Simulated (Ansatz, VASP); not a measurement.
## C: VASP beside Ansatz

```
C
1.0
     1.21450    0.70119    9.74118
    -1.21450    0.70119    9.74118
     0.00000   -1.40239    9.74118
C
10
Direct
  0.02482 0.02482 0.02482
  0.97518 0.97518 0.97518
  0.10870 0.10870 0.10870
  0.89130 0.89130 0.89130
  0.15837 0.15837 0.15837
  0.84163 0.84163 0.84163
  0.37486 0.37486 0.37486
  0.62514 0.62514 0.62514
  0.42532 0.42532 0.42532
  0.57468 0.57468 0.57468
```

Change from the starting cell: strain -0.025 along x and y, -0.050 along z, atoms carried along.

Alike in both runs: task single point; functional LDA; k mesh 12 × 12 × 12; occupations gaussian, width 0.05 eV; no spin polarisation.

|  | VASP | Ansatz |
| --- | --- | --- |
| version | VASP 6.6.1 | Ansatz 0.2.0 |
| potentials or method | VASP PAW LDA potentials, release 64 (C), cutoff 520 eV | scalar-relativistic, plane waves, PAW |
| valence electrons in the cell | 40 | 40 |

|  | VASP | Ansatz | Ansatz less VASP |
| --- | --- | --- | --- |
| gap on the k mesh at the Fermi level (eV) | 4.50 | 4.51 | +0.013 |
| least direct gap on the mesh (eV) | 5.29 | 5.29 | +0.002 |
| pressure (GPa) | 60.1 | 57.9 | -2.21 |
| traceless stress, the component that is largest in VASP (GPa) | 28.89 | 28.79 | -0.108 |
| rms of the force components (eV/Å) | 0.161 | 0.158 | -0.0031 |

LDA's correlation is that of Perdew and Zunger in VASP and of Perdew and Wang (1992) in Ansatz. Atom by atom the forces differ by 0.003 eV/Å (rms over components). Both programs put the cell under a high pressure, so it lies far from rest at this level.

Noted on VASP's run: the cell as given lies far from equilibrium.
